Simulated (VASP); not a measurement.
# SrO in VASP: a series of runs

Runs on SrO. Level: PBE. Tasks: single point.

Everything below comes from runs of VASP 6.6.1. Logs are shortened: lines on timing, memory, paths and dates and some standing lists are left out, and cuts for length are marked.

### 1 The cell of the first run

Symmetry: Fm-3m, No. 225, cubic system. The conventional cell has a = 5.195 Å, b = 5.195 Å, c = 5.195 Å, α = 90.00°, β = 90.00°, γ = 90.00°. Within 3.4 Å of Sr (site symmetry m-3m) lie 6 O at 2.60 Å. O (site symmetry m-3m) has 6 Sr at 2.60 Å within 3.4 Å.

### 2 Single point, PBE

Input file INCAR:

```
SYSTEM = SrO
PREC = Accurate
ENCUT = 520
EDIFF = 1E-6
ISMEAR = 0
SIGMA = 0.05
LREAL = .FALSE.
LASPH = .TRUE.
NELM = 100
ALGO = Normal
ISIF = 2
LWAVE = .FALSE.
LCHARG = .FALSE.
GGA = PE
NBANDS = 24
```

Input file KPOINTS:

```
Automatic mesh
0
G
  9 9 8
  0 0 0
```

Input file POSCAR:

```
SrO
1.0
    0.0000000000     -2.5975079636     -2.5975079636
   -2.5975079636      0.0000000000     -2.5975079636
    2.5975079636      2.5975079636     -5.1950159271
Sr O
2 2
Direct
    0.0000000000      0.0000000000      0.0000000000
    0.5000000000      0.5000000000      0.5000000000
    0.7500000000      0.7500000000      0.7500000000
    0.2500000000      0.2500000000      0.2500000000
```

Potentials or basis: VASP PAW PBE potentials, release 64 (Sr_sv, O).

The run is started by

```bash
> cat potpaw_PBE.64/Sr_sv/POTCAR potpaw_PBE.64/O/POTCAR > POTCAR
> mpirun -np 1 vasp_std > vasp.out
```

OUTCAR:

```text
SYSTEM = SrO
   PREC = Accurate
   ENCUT = 520
   EDIFF = 1E-6
   ISMEAR = 0
   LREAL = .FALSE.
   LASPH = .TRUE.
   NELM = 100
   ISIF = 2
   GGA = PE

 ion  position               nearest neighbor table
   1  0.000  0.000  0.000-   3 2.60   4 2.60   3 2.60   3 2.60   4 2.60   4 2.60   2 3.67   2 3.67
                             2 3.67   2 3.67   2 3.67   2 3.67
   2  0.500  0.500  0.500-   3 2.60   4 2.60   4 2.60   4 2.60   3 2.60   3 2.60   1 3.67   1 3.67
                             1 3.67   1 3.67   1 3.67   1 3.67
   3  0.750  0.750  0.750-   1 2.60   2 2.60   2 2.60   2 2.60   1 2.60   1 2.60
   4  0.250  0.250  0.250-   1 2.60   2 2.60   1 2.60   1 2.60   2 2.60   2 2.60

  LATTYP: Found a trigonal (rhomboedric) cell.
 ALAT       =     6.3625691136
 COS(alpha) =     0.8333333333

  Lattice vectors:

 A1 = (   2.5975079636,   5.1950159272,  -2.5975079635)
 A2 = (   5.1950159272,   2.5975079636,  -2.5975079635)
 A3 = (   2.5975079636,   2.5975079636,  -5.1950159271)

Analysis of symmetry for initial positions (statically):
=====================================================================
 Subroutine PRICEL returns following result:

  LATTYP: Found a face centered cubic cell.
 ALAT       =     5.1950159272

  Lattice vectors:

 A1 = (   0.0000000000,  -2.5975079636,   2.5975079636)
 A2 = (   2.5975079636,  -2.5975079636,   0.0000000000)
 A3 = (   2.5975079636,   0.0000000000,   2.5975079636)

   2 primitive cells build up your supercell.

 Routine SETGRP: Setting up the symmetry group for a
 trigonal (rhombohedral) supercell.

 Subroutine GETGRP returns: Found 12 space group operations
 (whereof 12 operations were pure point group operations)
 out of a pool of 12 trial point group operations.

The static configuration has the point symmetry D_3d.

Analysis of symmetry for dynamics (positions and initial velocities):
=====================================================================
 Subroutine PRICEL returns following result:

  LATTYP: Found a face centered cubic cell.
 ALAT       =     5.1950159272

  Lattice vectors:

 A1 = (   0.0000000000,  -2.5975079636,   2.5975079636)
 A2 = (   2.5975079636,  -2.5975079636,   0.0000000000)
 A3 = (   2.5975079636,   0.0000000000,   2.5975079636)

   2 primitive cells build up your supercell.

 Routine SETGRP: Setting up the symmetry group for a
 trigonal (rhombohedral) supercell.

 Subroutine GETGRP returns: Found 12 space group operations
 (whereof 12 operations were pure point group operations)
 out of a pool of 12 trial point group operations.

The dynamic configuration has the point symmetry D_3d.

 Subroutine INISYM returns: Found 12 space group operations
 (whereof 12 operations are pure point group operations),
 and found     2 'primitive' translations

----------------------------------------------------------------------------------------

                                     Primitive cell

  volume of cell :      35.0510

  direct lattice vectors                    reciprocal lattice vectors
     0.000000000 -2.597507964  2.597507964    -0.192492191 -0.192492191  0.192492191
     2.597507964 -2.597507964  0.000000000     0.192492191 -0.192492191 -0.192492191
     2.597507964  0.000000000  2.597507964     0.192492191  0.192492191  0.192492191

  length of vectors
     3.673430990  3.673430990  3.673430990     0.333406256  0.333406256  0.333406256

  position of ions in fractional coordinates (direct lattice)
     0.000000000  0.000000000  0.000000000
     0.500000000  0.500000000  0.500000000

  ion indices of the primitive-cell ions
   primitive index   ion index
                 1           1
                 2           3

----------------------------------------------------------------------------------------

 KPOINTS: Automatic mesh

Automatic generation of k-mesh.
 Grid dimensions read from file:
 generate k-points for:    9    9    8

 Generating k-lattice:

  Cartesian coordinates                     Fractional coordinates (reciprocal lattice)
     0.010694011 -0.032082032 -0.010694011     0.111111111  0.000000000  0.000000000
    -0.032082032  0.010694011 -0.010694011     0.000000000  0.111111111  0.000000000
     0.012030762  0.012030762 -0.012030762     0.000000000  0.000000000  0.125000000

  Length of vectors
     0.035468021  0.035468021  0.020837891

  Shift w.r.t. Gamma in fractional coordinates (k-lattice)
     0.000000000  0.000000000  0.000000000

 -----------------------------------------------------------------------------
|                                                                             |
|           W    W    AA    RRRRR   N    N  II  N    N   GGGG   !!!           |
|           W    W   A  A   R    R  NN   N  II  NN   N  G    G  !!!           |
|           W    W  A    A  R    R  N N  N  II  N N  N  G       !!!           |
|           W WW W  AAAAAA  RRRRR   N  N N  II  N  N N  G  GGG   !            |
|           WW  WW  A    A  R   R   N   NN  II  N   NN  G    G                |
|           W    W  A    A  R    R  N    N  II  N    N   GGGG   !!!           |
|                                                                             |
|     Your reciprocal lattice and k-lattice belong to different lattice       |
|     classes:                                                                |
|                                                                             |
|        The reciprocal lattice is rhombohedral (trigonal),                   |
|        whereas your k-lattice is base-centered monoclinic.                  |
|                                                                             |
|     Results are often still useful ...                                      |
|                                                                             |
 -----------------------------------------------------------------------------

 WARNING: IBZKPT: internal override: KBLOWUP is changed to .FALSE.
      ... skipping the blow-up phase ...

 Subroutine IBZKPT returns following result:
 ===========================================

 Found    185 irreducible k-points:

 Following reciprocal coordinates:
            Coordinates               Weight
  0.000000  0.000000  0.000000      1.000000
  0.111111  0.000000  0.000000      4.000000
  0.222222  0.000000 -0.000000      4.000000
  0.333333  0.000000  0.000000      4.000000
  0.444444  0.000000 -0.000000      4.000000
  0.111111  0.111111  0.000000      2.000000
[... 16 lines left out ...]
 -0.333333  0.333333  0.000000      2.000000
  0.444444  0.444444 -0.000000      2.000000
 [... further k-points ...]
   k-points           NKPTS =    185   k-points in BZ     NKDIM =    185   number of bands    NBANDS=     24
   number of dos      NEDOS =    301   number of ions     NIONS =      4
   total plane-waves  NPLWV =  37632
   dimension x,y,z NGX =    28 NGY =   28 NGZ =   48
   dimension x,y,z NGXF=    56 NGYF=   56 NGZF=   96
   ions per type =               2   2
   NGX,Y,Z   is equivalent  to a cutoff of  12.67, 12.67, 12.54 a.u.
   NGXF,Y,Z  is equivalent  to a cutoff of  25.34, 25.34, 25.08 a.u.
 SYSTEM =  SrO
   PREC   = accura    normal or accurate (medium, high low for compatibility)
   ISTART =      0    job   : 0-new  1-cont  2-samecut
   ICHARG =      2    charge: 1-file 2-atom 10-const
   ISPIN  =      1    spin polarized calculation?
   LNONCOLLINEAR =      F non collinear calculations
   LSORBIT =      F    spin-orbit coupling
   LASPH  =      T    aspherical Exc in radial PAW
   ENCUT  =  520.0 eV  38.22 Ry    6.18 a.u.   6.83  6.83 11.83*2*pi/ulx,y,z
   NELM   =    100;   NELMIN=  2; NELMDL= -5     # of ELM steps
   EDIFF  = 0.1E-05   stopping-criterion for ELM
   LREAL  =      F    real-space projection
   EDIFFG = 0.1E-04   stopping-criterion for IOM
   NSW    =      0    number of steps for IOM
   IBRION =     -1    ionic relax: 0-MD 1-quasi-New 2-CG
   NFREE  =      0    steps in history (QN), initial steepest desc. (CG)
   ISIF   =      2    stress and relaxation
   ISYM   =      2    0-nonsym 1-usesym 2-fastsym
   POTIM  = 0.5000    time-step for ionic-motion
   TEBEG  =    0.0;   TEEND  =   0.0 temperature during run
   PSTRESS=    0.0 pullay stress
   NELECT =      32.0000    total number of electrons
   NUPDOWN=      -1.0000    fix difference up-down
   EMIN   =  10.00;   EMAX   =-10.00  energy-range for DOS
   EFERMI =   0.00;   METHOD = LEGACY
   ISMEAR =     0;   SIGMA  =   0.05  broadening in eV -4-tet -1-fermi 0-gaus
   EFERMI_NEDOS =   21; number of points for ismear=-14 and -15
   IALGO  =     38    algorithm
   IMIX   =      4    mixing-type and parameters
     AMIX     =   0.40;   BMIX     =  1.00
     AMIX_MAG =   1.60;   BMIX_MAG =  1.00
  volume/ion in A,a.u.               =      17.53       118.27
  Fermi-wavevector in a.u.,A,eV,Ry     =   1.260515  2.382028 21.618263  1.588897
  Thomas-Fermi vector in A             =   2.394020
   LORBIT       =      0    0 simple, 1 ext, 2 COOP (PROOUT), +10 PAW based schemes
   GGA     = PE    functional components
   LHFCALC =     F    Hartree Fock is set to
   AEXX    =    0.0000 exact exchange contribution
   IVDW    =     0    specifies the selected vdW correction
   LEPSILON=     F    determine dielectric tensor
   LRPA    =     F    only Hartree local field effects (RPA)
 non-spin polarized calculation
 Gauss-broadening in eV      SIGMA  =   0.05
  energy-cutoff  :      520.00
  volume of cell :       70.10
 maximum number of plane-waves:      1903
   NGX = 13   NGY = 13   NGZ = 23

 number of electron      31.9999993 magnetization

 Free energy of the ion-electron system (eV)
  ---------------------------------------------------
  ext. energy  EPLUGINS =         0.00000000
  ---------------------------------------------------
  free energy    TOTEN  =       -24.10941602 eV

  energy without entropy =      -24.10941602  energy(sigma->0) =      -24.10941602

 E-fermi :   1.7661     XC(G=0):  -9.8818

 val. band max:        1.5205596535   @ k =   0.0000   0.0000   0.0000
 cond. band min:       4.8540820513   @ k =   0.4444   0.0000   0.5000
 fundamental gap:      3.3335223977
 Fermi energy:         1.7661248082

 k-point     1 :       0.0000    0.0000    0.0000
  band No.  band energies     occupation
      1     -30.9780      2.00000
      2     -30.8576      2.00000
      3     -15.0085      2.00000
      4     -13.5309      2.00000
      5     -12.7224      2.00000
      6     -12.7224      2.00000
[... 16 lines left out ...]
     23       9.7610      0.00000
     24       9.7610      0.00000

 k-point     2 :       0.1111    0.0000    0.0000
  band No.  band energies     occupation
      1     -30.9652      2.00000
      2     -30.8524      2.00000
      3     -14.9222      2.00000
      4     -13.8102      2.00000
      5     -12.8174      2.00000
      6     -12.7407      2.00000
[... 16 lines left out ...]
     23       9.9223      0.00000
     24      10.1626      0.00000

 k-point     3 :       0.2222    0.0000   -0.0000
  band No.  band energies     occupation
      1     -30.9315      2.00000
      2     -30.8403      2.00000
      3     -14.6995      2.00000
      4     -14.2162      2.00000
      5     -13.0631      2.00000
      6     -12.7853      2.00000
[... 16 lines left out ...]
     23      10.3840      0.00000
     24      10.4975      0.00000

 k-point     4 :       0.3333    0.0000    0.0000
  band No.  band energies     occupation
      1     -30.8892      2.00000
      2     -30.8302      2.00000
      3     -14.4871      2.00000
      4     -14.4856      2.00000
      5     -13.2672      2.00000
      6     -12.8317      2.00000
[... 16 lines left out ...]
     23      10.2454      0.00000
     24      10.8932      0.00000

 k-point     5 :       0.4444    0.0000   -0.0000
  band No.  band energies     occupation
      1     -30.8527      2.00000
      2     -30.8323      2.00000
      3     -14.5613      2.00000
      4     -14.4906      2.00000
      5     -13.1678      2.00000
      6     -12.9352      2.00000
[... 451 lines left out ...]
 k-point    22 :      -0.4444    0.3333    0.0000
  band No.  band energies     occupation
      1     -30.8456      2.00000
      2     -30.8241      2.00000
      3     -14.7463      2.00000
      4     -14.2017      2.00000
      5     -13.3611      2.00000
      6     -12.9491      2.00000
[... 16 lines left out ...]
     23      10.5860      0.00000
     24      11.7280      0.00000

 k-point    23 :      -0.3333    0.3333    0.0000
  band No.  band energies     occupation
      1     -30.8302      2.00000
      2     -30.8302      2.00000
      3     -14.4958      2.00000
      4     -14.4871      2.00000
      5     -13.2672      2.00000
      6     -13.1271      2.00000
[... 16 lines left out ...]
     23      10.8932      0.00000
     24      11.4062      0.00000

 k-point    24 :       0.4444    0.4444   -0.0000
  band No.  band energies     occupation
      1     -30.8613      2.00000
      2     -30.8235      2.00000
      3     -14.9788      2.00000
      4     -13.7128      2.00000
      5     -13.3761      2.00000
      6     -12.9702      2.00000
[... 16 lines left out ...]
     23      11.2343      0.00000
     24      11.5234      0.00000

 [... further k-points ...]
[... 5 lines left out ...]
  --------------------------------------------------------------------------------------
  -------------------------------------------------------------------------------------
  Total        0.2216126      0.2216126      0.2216126      0.0001467     -0.0001467     -0.0001467
  in kB        5.0649410      5.0649410      5.0649410      0.0033520     -0.0033520     -0.0033520
  external PRESSURE =       5.0649410 kB  Pullay stress =       0.0000000 kB

 VOLUME and BASIS-vectors are now :
 -----------------------------------------------------------------------------
  energy-cutoff  :      520.00
  volume of cell :       70.10
      direct lattice vectors                 reciprocal lattice vectors
     0.000000000 -2.597507964 -2.597507964     0.096246096 -0.288738287 -0.096246096
    -2.597507964  0.000000000 -2.597507964    -0.288738287  0.096246096 -0.096246096
     2.597507964  2.597507964 -5.195015927     0.096246096  0.096246096 -0.096246096

 POSITION                                       TOTAL-FORCE (eV/Angst)
 -----------------------------------------------------------------------------------
      0.00000      0.00000      0.00000        -0.000000     -0.000000      0.000000
      0.00000      0.00000     -5.19502         0.000000     -0.000000     -0.000000
      0.00000      0.00000     -7.79252         0.000000      0.000000      0.000000
      0.00000      0.00000     -2.59751        -0.000000      0.000000     -0.000000
 -----------------------------------------------------------------------------------
    total drift:                               -0.000000      0.000000     -0.000000

  FREE ENERGIE OF THE ION-ELECTRON SYSTEM (eV)
  ---------------------------------------------------
  free  energy   TOTEN  =       -24.1094160202 eV

  energy  without entropy=      -24.1094160202  energy(sigma->0) =      -24.10941602
```

It took 10 min on 1 thread of Oxide Virtual Turin-like, shared host; peak memory 0.34 GiB.

What came out:

```yaml
Free_energy: -24.1094 eV
Pressure: 0.5 GPa
Band_gap_on_the_k_mesh: 3.33 eV
```

Levels at points of the mesh, in eV from the valence-band top:
| k point | band 13 | band 14 | band 15 | band 16 | band 17 | band 18 | band 19 | band 20 |
| --- | --- | --- | --- | --- | --- | --- | --- | --- |
| (0.00, 0.00, 0.00) | -1.08 | 0.00 | 0.00 | 0.00 | 3.77 | 6.14 | 6.14 | 6.14 |
| (0.00, 0.00, 0.50) | -0.59 | -0.59 | -0.59 | -0.59 | 5.85 | 5.85 | 6.04 | 6.04 |

A k mesh can miss the band edges. PBE gaps usually lie below the measured ones, often by a third to a half.

### 3 Single point, PBE (atoms displaced along a vibrational mode)

Input file INCAR:

```
SYSTEM = SrO
ALGO     = Normal         ! electronic algorithm
EDIFF    = 1E-6           ! SCF threshold, eV
ENCUT    = 520            ! plane-wave cutoff, eV
GGA      = PE             ! functional
ISIF     = 2              ! what is computed and relaxed
ISMEAR   = 0              ! smearing method
ISYM     = 0            
LASPH    = .True.         ! aspherical terms in the spheres
LCHARG   = .False.        ! write CHGCAR
LREAL    = .False.        ! projectors in reciprocal space
LWAVE    = .False.        ! write WAVECAR
NBANDS   = 24             ! bands
NELM     = 80             ! most SCF steps
PREC     = Accurate       ! precision mode
SIGMA    = 0.05           ! smearing width, eV
```

Input file KPOINTS:

```
k-points
0
Gamma
  9 9 8
  0 0 0
```

Input file POSCAR:

```
SrO
1.0
    0.0000000000     -2.5975079636     -2.5975079636
   -2.5975079636      0.0000000000     -2.5975079636
    2.5975079636      2.5975079636     -5.1950159271
Sr O
2 2
Direct
    0.0013619915     -0.0040859746      0.0013619915
    0.5013619915      0.4959140254      0.5013619915
    0.7425409276      0.7723772172      0.7425409276
    0.2425409276      0.2723772172      0.2425409276
```

Potentials or basis: VASP PAW PBE potentials, release 64 (Sr_sv, O).

The run is started by

```bash
> cat potpaw_PBE.64/Sr_sv/POTCAR potpaw_PBE.64/O/POTCAR > POTCAR
> mpirun -np 1 vasp_std > vasp.out
```

It took 13 min on 1 thread of Oxide Virtual Turin-like, shared host; peak memory 0.5 GiB.

Results (log left out):

```yaml
Free_energy: -24.0928 eV
Pressure: 0.7 GPa
Largest_force: 0.188 eV/Å
Band_gap_on_the_k_mesh: 3.35 eV
```

Forces on the atoms (eV/Å):
```
Sr  -0.188  0.000  0.000
Sr  -0.188  0.000  0.000
O    0.188  0.000  0.000
O    0.188  0.000  0.000
```

Stress tensor (GPa, compression positive):
```
1.27 0.00 0.00
0.00 0.43 0.00
0.00 0.00 0.43
```

Levels at points of the mesh, in eV from the valence-band top:
| k point | band 14 | band 15 | band 16 | band 17 | band 18 | band 19 |
| --- | --- | --- | --- | --- | --- | --- |
| (0.00, 0.00, 0.00) | 0.00 | 0.00 | 0.00 | 3.78 | 6.17 | 6.20 |
| (0.00, 0.00, 0.50) | -0.58 | -0.57 | -0.57 | 5.83 | 5.83 | 6.08 |

Caveat: the cell differs from its parent crystal (atoms displaced along a vibrational mode). A k mesh can miss the band edges.
